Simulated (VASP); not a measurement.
# Ge (Fmmm) in VASP: further runs

Ge is run at these levels: LDA, BLYP, PBEsol; tasks: single point.

All numbers are computed with VASP 6.6.1; they aren't measurements. Logs are shortened: lines on timing, memory, paths and dates and some standing lists are left out, and cuts for length are marked.

## 1. The cell of the first run

Symmetry: Fmmm, No. 69, orthorhombic system. Conventional cell: a = 5.261 Å, b = 5.771 Å, c = 10.231 Å, α = 90.00°, β = 90.00°, γ = 90.00°. Ge (site symmetry mm2) has 12 Ge at 2.71 to 3.69 Å within 3.7 Å. Ge (site symmetry m2m) has 8 Ge at 2.61 to 3.17 Å within 3.4 Å.

## 2. Single point, LDA

INCAR

```
  PREC = Accurate
  ENCUT = 520
  EDIFF = 1E-6
  ISMEAR = 0
  SIGMA = 0.15
  LREAL = F
  LASPH = T
  NELM = 80
  ALGO = Normal
  ISIF = 2
  LWAVE = F
  LCHARG = T
  LELF = T
  LVHAR = T
  NBANDS = 36
```

KPOINTS

```
regular mesh
0
Gamma
  6 6 6
```

POSCAR

```
Ge
1.0
    0.0000000000      2.8857400000      5.1156650000
    2.6304970000      0.0000000000      5.1156650000
    2.6304970000      2.8857400000      0.0000000000
Ge
4
Direct
    0.7818670000      0.7818670000      0.2181330000
    0.2181330000      0.2181330000      0.7818670000
    0.2735100000      0.7264900000      0.2735100000
    0.7264900000      0.2735100000      0.7264900000
```

Potentials or basis: VASP PAW LDA potentials, release 64 (Ge_d).

Run with:

```sh
$ cat potpaw_LDA.64/Ge_d/POTCAR > POTCAR
$ mpirun -np 1 vasp_std > vasp.out
```

OUTCAR:

```text
PREC = Accurate
   ENCUT = 520
   EDIFF = 1E-6
   ISMEAR = 0
   LREAL = F
   LASPH = T
   NELM = 80
   ISIF = 2

 ion  position               nearest neighbor table
   1  0.782  0.782  0.218-   2 2.71   2 2.71   3 2.73   4 2.73
   2  0.218  0.218  0.782-   1 2.71   1 2.71   3 2.73   4 2.73
   3  0.274  0.726  0.274-   4 2.61   4 2.64   4 2.64   2 2.73   1 2.73
   4  0.726  0.274  0.726-   3 2.61   3 2.64   3 2.64   2 2.73   1 2.73

  LATTYP: Found a face centered orthorhombic cell.
 ALAT       =     5.2609940000
 B/A-ratio  =     1.0970322338
 C/A-ratio  =     1.9447522654

  Lattice vectors:

 A1 = (   0.0000000000,   2.8857400000,   5.1156650000)
 A2 = (   2.6304970000,   0.0000000000,   5.1156650000)
 A3 = (   2.6304970000,   2.8857400000,   0.0000000000)

Analysis of symmetry for initial positions (statically):
=====================================================================
 Subroutine PRICEL returns:
 Original cell was already a primitive cell.

 Routine SETGRP: Setting up the symmetry group for a
 face centered orthorhombic supercell.

 Subroutine GETGRP returns: Found  8 space group operations
 (whereof  8 operations were pure point group operations)
 out of a pool of  8 trial point group operations.

The static configuration has the point symmetry D_2h.

Analysis of symmetry for dynamics (positions and initial velocities):
=====================================================================
 Subroutine PRICEL returns:
 Original cell was already a primitive cell.

 Routine SETGRP: Setting up the symmetry group for a
 face centered orthorhombic supercell.

 Subroutine GETGRP returns: Found  8 space group operations
 (whereof  8 operations were pure point group operations)
 out of a pool of  8 trial point group operations.

The dynamic configuration has the point symmetry D_2h.

 Subroutine INISYM returns: Found  8 space group operations
 (whereof  8 operations are pure point group operations),
 and found     1 'primitive' translations

----------------------------------------------------------------------------------------

                                     Primitive cell

  volume of cell :      77.6653

  direct lattice vectors                    reciprocal lattice vectors
     0.000000000  2.885740000  5.115665000    -0.190078149  0.173265783  0.097739004
     2.630497000  0.000000000  5.115665000     0.190078149 -0.173265783  0.097739004
     2.630497000  2.885740000  0.000000000     0.190078149  0.173265783 -0.097739004

  length of vectors
     5.873459265  5.752351072  3.904741965     0.275142957  0.275142957  0.275142957

  position of ions in fractional coordinates (direct lattice)
     0.781867000  0.781867000  0.218133000
     0.218133000  0.218133000  0.781867000
     0.273510000  0.726490000  0.273510000
     0.726490000  0.273510000  0.726490000

  ion indices of the primitive-cell ions
   primitive index   ion index
                 1           1
                 2           2
                 3           3
                 4           4

----------------------------------------------------------------------------------------

 KPOINTS: regular mesh

Automatic generation of k-mesh.
 Grid dimensions read from file:
 generate k-points for:    6    6    6

 Generating k-lattice:

  Cartesian coordinates                     Fractional coordinates (reciprocal lattice)
    -0.031679691  0.028877630  0.016289834     0.166666667 -0.000000000 -0.000000000
     0.031679691 -0.028877630  0.016289834     0.000000000  0.166666667  0.000000000
     0.031679691  0.028877630 -0.016289834    -0.000000000  0.000000000  0.166666667

  Length of vectors
     0.045857160  0.045857160  0.045857160

  Shift w.r.t. Gamma in fractional coordinates (k-lattice)
     0.000000000  0.000000000  0.000000000

 Subroutine IBZKPT returns following result:
 ===========================================

 Found     46 irreducible k-points:

 Following reciprocal coordinates:
            Coordinates               Weight
  0.000000  0.000000  0.000000      1.000000
  0.166667  0.000000 -0.000000      8.000000
  0.333333  0.000000  0.000000      8.000000
  0.500000  0.000000  0.000000      4.000000
  0.166667  0.166667  0.000000      2.000000
  0.333333  0.166667  0.000000      8.000000
[... 16 lines left out ...]
 -0.166667  0.166667  0.166667      8.000000
  0.500000  0.333333  0.166667      4.000000
 [... further k-points ...]
   k-points           NKPTS =     46   k-points in BZ     NKDIM =     46   number of bands    NBANDS=     36
   number of dos      NEDOS =    301   number of ions     NIONS =      4
   total plane-waves  NPLWV =  69120
   dimension x,y,z NGX =    48 NGY =   48 NGZ =   30
   dimension x,y,z NGXF=    96 NGYF=   96 NGZF=   60
   ions per type =               4
   NGX,Y,Z   is equivalent  to a cutoff of  13.59, 13.87, 12.77 a.u.
   NGXF,Y,Z  is equivalent  to a cutoff of  27.17, 27.74, 25.55 a.u.
 SYSTEM =  unknown system
   PREC   = accura    normal or accurate (medium, high low for compatibility)
   ISTART =      0    job   : 0-new  1-cont  2-samecut
   ICHARG =      2    charge: 1-file 2-atom 10-const
   ISPIN  =      1    spin polarized calculation?
   LNONCOLLINEAR =      F non collinear calculations
   LSORBIT =      F    spin-orbit coupling
   LASPH  =      T    aspherical Exc in radial PAW
   ENCUT  =  520.0 eV  38.22 Ry    6.18 a.u.  10.92 10.70  7.26*2*pi/ulx,y,z
   NELM   =     80;   NELMIN=  2; NELMDL= -5     # of ELM steps
   EDIFF  = 0.1E-05   stopping-criterion for ELM
   LREAL  =      F    real-space projection
   EDIFFG = 0.1E-04   stopping-criterion for IOM
   NSW    =      0    number of steps for IOM
   IBRION =     -1    ionic relax: 0-MD 1-quasi-New 2-CG
   NFREE  =      0    steps in history (QN), initial steepest desc. (CG)
   ISIF   =      2    stress and relaxation
   ISYM   =      2    0-nonsym 1-usesym 2-fastsym
   POTIM  = 0.5000    time-step for ionic-motion
   TEBEG  =    0.0;   TEEND  =   0.0 temperature during run
   PSTRESS=    0.0 pullay stress
   NELECT =      56.0000    total number of electrons
   NUPDOWN=      -1.0000    fix difference up-down
   EMIN   =  10.00;   EMAX   =-10.00  energy-range for DOS
   EFERMI =   0.00;   METHOD = LEGACY
   ISMEAR =     0;   SIGMA  =   0.15  broadening in eV -4-tet -1-fermi 0-gaus
   EFERMI_NEDOS =   21; number of points for ismear=-14 and -15
   IALGO  =     38    algorithm
   IMIX   =      4    mixing-type and parameters
     AMIX     =   0.40;   BMIX     =  1.00
     AMIX_MAG =   1.60;   BMIX_MAG =  1.00
  volume/ion in A,a.u.               =      19.42       131.03
  Fermi-wavevector in a.u.,A,eV,Ry     =   1.468008  2.774133 29.321208  2.155048
  Thomas-Fermi vector in A             =   2.583557
   LORBIT       =      0    0 simple, 1 ext, 2 COOP (PROOUT), +10 PAW based schemes
   GGA     = CA    functional components
   LHFCALC =     F    Hartree Fock is set to
   AEXX    =    0.0000 exact exchange contribution
   IVDW    =     0    specifies the selected vdW correction
   LEPSILON=     F    determine dielectric tensor
   LRPA    =     F    only Hartree local field effects (RPA)
 non-spin polarized calculation
 Gauss-broadening in eV      SIGMA  =   0.15
  energy-cutoff  :      520.00
  volume of cell :       77.67
 maximum number of plane-waves:      2116
 NGX is ok and might be reduce to    48
   NGX = 21   NGY = 21   NGZ = 15

 number of electron      55.9999999 magnetization

 Free energy of the ion-electron system (eV)
  ---------------------------------------------------
  ext. energy  EPLUGINS =         0.00000000
  ---------------------------------------------------
  free energy    TOTEN  =       -19.92599325 eV

  energy without entropy =      -19.90796092  energy(sigma->0) =      -19.91697709

 E-fermi :   6.0716     XC(G=0): -11.3630

 val. band max:        5.9499833485   @ k =   0.3333   0.3333   0.0000
 cond. band min:       6.0970728016   @ k =  -0.3333   0.0000   0.1667
 fundamental gap:      0.1470894531
 Fermi energy:         6.0716336085

 k-point     1 :       0.0000    0.0000    0.0000
  band No.  band energies     occupation
      1     -18.8068      2.00000
      2     -18.7522      2.00000
      3     -18.7214      2.00000
      4     -18.7127      2.00000
      5     -18.7054      2.00000
      6     -18.7029      2.00000
[... 28 lines left out ...]
     35      13.1605      0.00000
     36      13.3094      0.00000

 k-point     2 :       0.1667    0.0000   -0.0000
  band No.  band energies     occupation
      1     -18.7906      2.00000
      2     -18.7437      2.00000
      3     -18.7222      2.00000
      4     -18.7094      2.00000
      5     -18.7008      2.00000
      6     -18.7003      2.00000
[... 28 lines left out ...]
     35      12.4031      0.00000
     36      12.9888      0.00000

 k-point     3 :       0.3333    0.0000    0.0000
  band No.  band energies     occupation
      1     -18.7473      2.00000
      2     -18.7264      2.00000
      3     -18.7233      2.00000
      4     -18.7096      2.00000
      5     -18.6917      2.00000
      6     -18.6815      2.00000
[... 28 lines left out ...]
     35      12.5007      0.00000
     36      12.6956      0.00000
[... 742 lines left out ...]
 k-point    23 :      -0.1667    0.1667    0.1667
  band No.  band energies     occupation
      1     -18.7398      2.00000
      2     -18.7325      2.00000
      3     -18.7200      2.00000
      4     -18.7038      2.00000
      5     -18.6993      2.00000
      6     -18.6765      2.00000
[... 28 lines left out ...]
     35      13.1391      0.00000
     36      13.4288      0.00000

 k-point    24 :       0.5000    0.3333    0.1667
  band No.  band energies     occupation
      1     -18.7891      2.00000
      2     -18.7307      2.00000
      3     -18.7210      2.00000
      4     -18.7158      2.00000
      5     -18.6969      2.00000
      6     -18.6894      2.00000
[... 28 lines left out ...]
     35      12.2269      0.00000
     36      12.6710      0.00000

 [... further k-points ...]

------------------------ aborting loop because EDIFF is reached ----------------------------------------

  FORCE on cell =-STRESS in cart. coord.  units (eV):
  Direction    XX          YY          ZZ          XY          YZ          ZX
  --------------------------------------------------------------------------------------
  -------------------------------------------------------------------------------------
  Total       -1.6649420     -2.6828424     -2.8652538      0.0000000      0.0000000      0.0000000
  in kB      -34.3465086    -55.3450317    -59.1080425      0.0000000      0.0000000      0.0000000
  external PRESSURE =     -49.5998609 kB  Pullay stress =       0.0000000 kB

 VOLUME and BASIS-vectors are now :
 -----------------------------------------------------------------------------
  energy-cutoff  :      520.00
  volume of cell :       77.67
      direct lattice vectors                 reciprocal lattice vectors
     0.000000000  2.885740000  5.115665000    -0.190078149  0.173265783  0.097739004
     2.630497000  0.000000000  5.115665000     0.190078149 -0.173265783  0.097739004
     2.630497000  2.885740000  0.000000000     0.190078149  0.173265783 -0.097739004

 POSITION                                       TOTAL-FORCE (eV/Angst)
 -----------------------------------------------------------------------------------
      2.63050      2.88574      7.99954         0.000000      0.000000      0.009421
      2.63050      2.88574      2.23179         0.000000      0.000000     -0.009421
      2.63050      1.57856      5.11566         0.000000     -0.020311     -0.000000
      2.63050      4.19292      5.11566         0.000000      0.020311     -0.000000
 -----------------------------------------------------------------------------------
    total drift:                                0.000000      0.000000      0.000000

  FREE ENERGIE OF THE ION-ELECTRON SYSTEM (eV)
  ---------------------------------------------------
  free  energy   TOTEN  =       -19.9259932524 eV

  energy  without entropy=      -19.9079609221  energy(sigma->0) =      -19.91697709
```

Run time: 3.9 min. Hardware: 1 thread of Intel Xeon 8259CL, shared host; peak memory 0.25 GiB.

Results:

| Item | Value |
| --- | --- |
| Free energy | -19.9260 eV |
| Pressure | -5.0 GPa |
| Largest force | 0.020 eV/Å |
| Band gap on the k mesh | zero (bands 28 and 29 overlap by 3.22 eV) |

Forces on the atoms (eV/Å):
```
Ge   0.000  0.000  0.009
Ge   0.000  0.000 -0.009
Ge   0.000 -0.020  0.000
Ge   0.000  0.020  0.000
```

Stress tensor (GPa, compression positive):
```
-3.43  0.00  0.00
 0.00 -5.53  0.00
 0.00  0.00 -5.91
```

Caveat: the cell stands under tension.

[end of part 1 of 2]
